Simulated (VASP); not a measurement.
# CdS (P1) in VASP: single point with PBE

Aim: the single point of CdS with PBE.

All numbers are computed with VASP 6.6.1; they aren't measurements. Logs are shortened: lines on timing, memory, paths and dates and some standing lists are left out, and cuts for length are marked.

### Step 1. The cell of the first run

The typed cell holds 4 atoms: a = 4.135 Å, b = 4.099 Å, c = 6.750 Å, α = 89.57°, β = 88.85°, γ = 119.13°.

### Step 2. Single point, PBE (equal xy, yz and zx shear strains of +2 %)

Input file INCAR:

```
SYSTEM = CdS
PREC = Accurate ; ENCUT = 520
EDIFF = 1E-6 ; ISMEAR = -1
SIGMA = 0.01 ; LREAL = .False.
LASPH = .True. ; NELM = 100
ALGO = Normal ; ISIF = 2
LWAVE = .False. ; LCHARG = .False.
GGA = PE ; NBANDS = 26
```

Input file KPOINTS:

```
Automatic mesh
0
Gamma
  7 7 4
  0 0 0
```

Input file POSCAR:

```
CdS
1.0
    4.1347992034      0.0413479920      0.0413479920
   -2.0315911902      3.5601671537      0.0151344155
    0.0674900000      0.0674900000      6.7490000000
Cd S
2 2
Direct
    0.3333333333      0.6666666667      0.0000000000
    0.6666666667      0.3333333333      0.5000000000
    0.3333333333      0.6666666667      0.3850000000
    0.6666666667      0.3333333333      0.8850000000
```

Potentials or basis: VASP PAW PBE potentials, release 64 (Cd, S).

Command:

```console
$ cat potpaw_PBE.64/Cd/POTCAR potpaw_PBE.64/S/POTCAR > POTCAR
$ mpirun -np 1 vasp_std > vasp.out
```

OUTCAR:

```text
SYSTEM = CdS
   PREC = Accurate
   ENCUT = 520
   EDIFF = 1E-6
   ISMEAR = -1
   LREAL = .False.
   LASPH = .True.
   NELM = 100
   ISIF = 2
   GGA = PE

 ion  position               nearest neighbor table
   1  0.333  0.667  0.000-   4 2.49   4 2.50   4 2.55   3 2.60
   2  0.667  0.333  0.500-   3 2.50   3 2.51   3 2.53   4 2.60
   3  0.333  0.667  0.385-   2 2.50   2 2.51   2 2.53   1 2.60
   4  0.667  0.333  0.885-   1 2.49   1 2.50   1 2.55   2 2.60

  LATTYP: Found a triclinic cell.
 ALAT       =     4.1710413033
 B/A-ratio  =     0.9827452114
 C/A-ratio  =     1.6182229749
 COS(alpha) =     0.0074204947
 COS(beta)  =     0.0272158148
 COS(gamma) =     0.5000757388

  Lattice vectors:

 A1 = (   2.1032080132,   3.6015151457,   0.0564824075)
 A2 = (  -2.0315911902,   3.5601671537,   0.0151344155)
 A3 = (   0.0674900000,   0.0674900000,   6.7490000000)

Analysis of symmetry for initial positions (statically):
=====================================================================
 Subroutine PRICEL returns:
 Original cell was already a primitive cell.

 Routine SETGRP: Setting up the symmetry group for a
 triclinic supercell.

 Subroutine GETGRP returns: Found  1 space group operations
 (whereof  1 operations were pure point group operations)
 out of a pool of  2 trial point group operations.

The static configuration has the point symmetry C_1 .

Analysis of symmetry for dynamics (positions and initial velocities):
=====================================================================
 Subroutine PRICEL returns:
 Original cell was already a primitive cell.

 Routine SETGRP: Setting up the symmetry group for a
 triclinic supercell.

 Subroutine GETGRP returns: Found  1 space group operations
 (whereof  1 operations were pure point group operations)
 out of a pool of  2 trial point group operations.

The dynamic configuration has the point symmetry C_1 .

 Subroutine INISYM returns: Found  1 space group operations
 (whereof  1 operations are pure point group operations),
 and found     1 'primitive' translations

----------------------------------------------------------------------------------------

                                     Primitive cell

  volume of cell :      99.8963

  direct lattice vectors                    reciprocal lattice vectors
     4.134799203  0.041347992  0.041347992     0.240514845  0.137264626 -0.003777795
    -2.031591190  3.560167154  0.015134415    -0.002765538  0.279319304 -0.002765538
     0.067490000  0.067490000  6.749000000    -0.001467321 -0.001467321  0.148199446

  length of vectors
     4.135212663  4.099070868  6.749674866     0.276953498  0.279346685  0.148213973

  position of ions in fractional coordinates (direct lattice)
     0.333333333  0.666666667  0.000000000
     0.666666667  0.333333333  0.500000000
     0.333333333  0.666666667  0.385000000
     0.666666667  0.333333333  0.885000000

  ion indices of the primitive-cell ions
   primitive index   ion index
                 1           1
                 2           2
                 3           3
                 4           4

----------------------------------------------------------------------------------------

 KPOINTS: Automatic mesh

Automatic generation of k-mesh.
 Grid dimensions read from file:
 generate k-points for:    7    7    4

 Generating k-lattice:

  Cartesian coordinates                     Fractional coordinates (reciprocal lattice)
     0.034359264  0.019609232 -0.000539685     0.142857143  0.000000000 -0.000000000
    -0.000395077  0.039902758 -0.000395077     0.000000000  0.142857143  0.000000000
    -0.000366830 -0.000366830  0.037049861     0.000000000  0.000000000  0.250000000

  Length of vectors
     0.039564785  0.039906669  0.037053493

  Shift w.r.t. Gamma in fractional coordinates (k-lattice)
     0.000000000  0.000000000  0.000000000

 Subroutine IBZKPT returns following result:
 ===========================================

 Found     99 irreducible k-points:

 Following reciprocal coordinates:
            Coordinates               Weight
  0.000000  0.000000  0.000000      1.000000
  0.142857  0.000000 -0.000000      2.000000
  0.285714  0.000000  0.000000      2.000000
  0.428571  0.000000 -0.000000      2.000000
 -0.000000  0.142857 -0.000000      2.000000
  0.142857  0.142857  0.000000      2.000000
[... 16 lines left out ...]
 -0.428571  0.428571  0.000000      2.000000
 -0.285714  0.428571  0.000000      2.000000
 [... further k-points ...]
   k-points           NKPTS =     99   k-points in BZ     NKDIM =     99   number of bands    NBANDS=     26
   number of dos      NEDOS =    301   number of ions     NIONS =      4
   total plane-waves  NPLWV =  48000
   dimension x,y,z NGX =    32 NGY =   30 NGZ =   50
   dimension x,y,z NGXF=    64 NGYF=   60 NGZF=  100
   ions per type =               2   2
   NGX,Y,Z   is equivalent  to a cutoff of  12.86, 12.17, 12.32 a.u.
   NGXF,Y,Z  is equivalent  to a cutoff of  25.73, 24.33, 24.63 a.u.
 SYSTEM =  CdS
   PREC   = accura    normal or accurate (medium, high low for compatibility)
   ISTART =      0    job   : 0-new  1-cont  2-samecut
   ICHARG =      2    charge: 1-file 2-atom 10-const
   ISPIN  =      1    spin polarized calculation?
   LNONCOLLINEAR =      F non collinear calculations
   LSORBIT =      F    spin-orbit coupling
   LASPH  =      T    aspherical Exc in radial PAW
   ENCUT  =  520.0 eV  38.22 Ry    6.18 a.u.   7.69  7.62 12.55*2*pi/ulx,y,z
   NELM   =    100;   NELMIN=  2; NELMDL= -5     # of ELM steps
   EDIFF  = 0.1E-05   stopping-criterion for ELM
   LREAL  =      F    real-space projection
   EDIFFG = 0.1E-04   stopping-criterion for IOM
   NSW    =      0    number of steps for IOM
   IBRION =     -1    ionic relax: 0-MD 1-quasi-New 2-CG
   NFREE  =      0    steps in history (QN), initial steepest desc. (CG)
   ISIF   =      2    stress and relaxation
   ISYM   =      2    0-nonsym 1-usesym 2-fastsym
   POTIM  = 0.5000    time-step for ionic-motion
   TEBEG  =    0.0;   TEEND  =   0.0 temperature during run
   PSTRESS=    0.0 pullay stress
   NELECT =      36.0000    total number of electrons
   NUPDOWN=      -1.0000    fix difference up-down
   EMIN   =  10.00;   EMAX   =-10.00  energy-range for DOS
   EFERMI =   0.00;   METHOD = LEGACY
   ISMEAR =    -1;   SIGMA  =   0.01  broadening in eV -4-tet -1-fermi 0-gaus
   EFERMI_NEDOS =   21; number of points for ismear=-14 and -15
   IALGO  =     38    algorithm
   IMIX   =      4    mixing-type and parameters
     AMIX     =   0.40;   BMIX     =  1.00
     AMIX_MAG =   1.60;   BMIX_MAG =  1.00
  volume/ion in A,a.u.               =      24.97       168.53
  Fermi-wavevector in a.u.,A,eV,Ry     =   1.165000  2.201530 18.466160  1.357224
  Thomas-Fermi vector in A             =   2.301531
   LORBIT       =      0    0 simple, 1 ext, 2 COOP (PROOUT), +10 PAW based schemes
   GGA     = PE    functional components
   LHFCALC =     F    Hartree Fock is set to
   AEXX    =    0.0000 exact exchange contribution
   IVDW    =     0    specifies the selected vdW correction
   LEPSILON=     F    determine dielectric tensor
   LRPA    =     F    only Hartree local field effects (RPA)
 non-spin polarized calculation
  energy-cutoff  :      520.00
  volume of cell :       99.90
 maximum number of plane-waves:      2711
   NGX = 15   NGY = 15   NGZ = 25

 number of electron      35.9999993 magnetization

 Free energy of the ion-electron system (eV)
  ---------------------------------------------------
  ext. energy  EPLUGINS =         0.00000000
  ---------------------------------------------------
  free energy    TOTEN  =       -12.22963836 eV

  energy without entropy =      -12.22963836  energy(sigma->0) =      -12.22963836

 E-fermi :   1.5235     XC(G=0):  -9.1113

 val. band max:        1.2803331298   @ k =   0.0000   0.0000   0.0000
 cond. band min:       2.4764672631   @ k =   0.0000   0.0000   0.0000
 fundamental gap:      1.1961341332
 Fermi energy:         1.5234682009

 k-point     1 :       0.0000    0.0000    0.0000
  band No.  band energies     occupation
      1     -11.0833      2.00000
      2     -10.6718      2.00000
      3      -6.4602      2.00000
      4      -6.4494      2.00000
      5      -6.3938      2.00000
      6      -6.3822      2.00000
[... 18 lines left out ...]
     25       8.8981      0.00000
     26       8.9816      0.00000

 k-point     2 :       0.1429    0.0000   -0.0000
  band No.  band energies     occupation
      1     -11.0133      2.00000
      2     -10.6392      2.00000
      3      -6.4288      2.00000
      4      -6.4135      2.00000
      5      -6.3592      2.00000
      6      -6.3427      2.00000
[... 18 lines left out ...]
     25       8.7473      0.00000
     26       9.3228      0.00000

 k-point     3 :       0.2857    0.0000    0.0000
  band No.  band energies     occupation
      1     -10.8472      2.00000
      2     -10.5733      2.00000
      3      -6.3662      2.00000
      4      -6.3562      2.00000
      5      -6.2513      2.00000
      6      -6.2147      2.00000
[... 18 lines left out ...]
     25       9.3667      0.00000
     26       9.7796      0.00000

 k-point     4 :       0.4286    0.0000   -0.0000
  band No.  band energies     occupation
      1     -10.6968      2.00000
      2     -10.5369      2.00000
      3      -6.3334      2.00000
      4      -6.3283      2.00000
      5      -6.1786      2.00000
      6      -6.1179      2.00000
[... 18 lines left out ...]
     25       9.7102      0.00000
     26      10.8767      0.00000
[... 496 lines left out ...]
      1     -10.6288      2.00000
      2     -10.5325      2.00000
      3      -6.3285      2.00000
      4      -6.2680      2.00000
      5      -6.1463      2.00000
      6      -6.1097      2.00000
[... 18 lines left out ...]
     25      10.1123      0.00000
     26      10.8993      0.00000

 k-point    23 :      -0.4286    0.4286    0.0000
  band No.  band energies     occupation
      1     -10.6786      2.00000
      2     -10.5311      2.00000
      3      -6.3140      2.00000
      4      -6.3071      2.00000
      5      -6.1546      2.00000
      6      -6.1289      2.00000
[... 18 lines left out ...]
     25       9.7400      0.00000
     26      11.0423      0.00000

 k-point    24 :      -0.2857    0.4286    0.0000
  band No.  band energies     occupation
      1     -10.7181      2.00000
      2     -10.5369      2.00000
      3      -6.3338      2.00000
      4      -6.2846      2.00000
      5      -6.1901      2.00000
      6      -6.1681      2.00000
[... 18 lines left out ...]
     25       9.2445      0.00000
     26      10.3293      0.00000

 [... further k-points ...]

------------------------ aborting loop because EDIFF is reached ----------------------------------------

  FORCE on cell =-STRESS in cart. coord.  units (eV):
  Direction    XX          YY          ZZ          XY          YZ          ZX
  --------------------------------------------------------------------------------------
  -------------------------------------------------------------------------------------
  Total        2.3160395      2.3026133      0.8397755     -0.5397858     -0.2906874     -0.2913678
  in kB       37.1455742     36.9302390     13.4686580     -8.6573017     -4.6621611     -4.6730743
  external PRESSURE =      29.1814904 kB  Pullay stress =       0.0000000 kB

 VOLUME and BASIS-vectors are now :
 -----------------------------------------------------------------------------
  energy-cutoff  :      520.00
  volume of cell :       99.90
      direct lattice vectors                 reciprocal lattice vectors
     4.134799203  0.041347992  0.041347992     0.240514845  0.137264626 -0.003777795
    -2.031591190  3.560167154  0.015134415    -0.002765538  0.279319304 -0.002765538
     0.067490000  0.067490000  6.749000000    -0.001467321 -0.001467321  0.148199446

 POSITION                                       TOTAL-FORCE (eV/Angst)
 -----------------------------------------------------------------------------------
      0.02387      2.38723      0.02387        -0.211177     -0.077182      0.275949
      2.11308      1.24803      3.40711         0.048502     -0.084551      0.269705
      0.04986      2.41321      2.62224        -0.071310      0.084687     -0.267898
      2.13906      1.27402      6.00548         0.233985      0.077046     -0.277757
 -----------------------------------------------------------------------------------
    total drift:                               -0.000131     -0.000069     -0.000547

  FREE ENERGIE OF THE ION-ELECTRON SYSTEM (eV)
  ---------------------------------------------------
  free  energy   TOTEN  =       -12.2296383584 eV

  energy  without entropy=      -12.2296383584  energy(sigma->0) =      -12.22963836
```

It took 86 s on 1 thread of Intel Xeon 6975P-C (Granite Rapids), shared host; peak memory 0.34 GiB.

What came out:

* Free energy: -12.2296 eV
* Pressure: 2.9 GPa
* Largest force: 0.371 eV/Å
* Band gap on the k mesh: 1.20 eV, direct

Forces in eV/Å, atoms in the order of the input:
```
Cd  -0.211 -0.077  0.276
Cd   0.049 -0.085  0.270
S   -0.071  0.085 -0.268
S    0.234  0.077 -0.278
```

Caveat: the cell differs from its parent crystal (equal xy, yz and zx shear strains of +2 %).
